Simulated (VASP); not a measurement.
A run of VASP 6.6.1 is set up as follows.

INCAR

```
SYSTEM = Al
PREC = Accurate ; ENCUT = 520
EDIFF = 1E-6 ; ISMEAR = -1
SIGMA = 0.08 ; LREAL = .FALSE.
LASPH = .TRUE. ; NELM = 60
ALGO = Normal ; ISIF = 2
LWAVE = .FALSE. ; LCHARG = .FALSE.
GGA = CA ; NBANDS = 8
```

KPOINTS

```
Automatic mesh
0
G
  16 16 16
  0 0 0
```

POSCAR

```
Al
1.0
    0.0000000000      1.6608963563      1.6608963563
    1.6608963563      0.0000000000      1.6608963563
    1.6608963563      1.6608963563      0.0000000000
Al
1
Direct
    0.0000000000      0.0000000000      0.0000000000
```

Potentials or basis: VASP PAW LDA potentials, release 64 (Al).

The run is started by

```console
$ cat potpaw_LDA.64/Al/POTCAR > POTCAR
$ mpirun -np 1 vasp_std > vasp.out
```

Task: What does it give for the pressure?

Result: 148.7 GPa.
